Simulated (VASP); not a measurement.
Ca, 1 atom in the cell. Symmetry: I4/mmm, No. 139, tetragonal system. The conventional cell has a = 3.952 Å, b = 3.952 Å, c = 5.728 Å, α = 90.00°, β = 90.00°, γ = 90.00°. Ca (site symmetry 4/mmm) has 12 Ca at 3.95 to 4.00 Å within 5.2 Å.  This cell differs from its parent crystal: strain +0.0250 x Voigt [1, 0, 0, 0, 0, 0].

```yaml
Program: VASP 6.6.1
Task: single point
Functional: PBE
Potentials_or_basis: VASP PAW PBE potentials, release 64 (Ca_sv)
Cutoff: 520 eV
k_mesh: 14 × 14 × 14
Occupations: gaussian, width 0.15 eV
Spin: no spin polarisation
Dipole_correction: no
Further_INCAR_settings: ALGO = Normal; EDIFF = 1e-06; NBANDS = 11
```

Potentials or basis: VASP PAW PBE potentials, release 64 (Ca_sv).

Launch:

```bash
$ cat potpaw_PBE.64/Ca_sv/POTCAR > POTCAR
$ mpirun -np 1 vasp_std > vasp.out
```

Hardware: 1 thread of AMD EPYC 9R45 (Zen 5) (shared host).

Question: Estimate the wall time of this run.

Answer: Wall time 74 s on 1 thread of AMD EPYC 9R45 (Zen 5) (shared host), peak memory 0.22 GiB. Counts: scf iterations 10, k points 244.
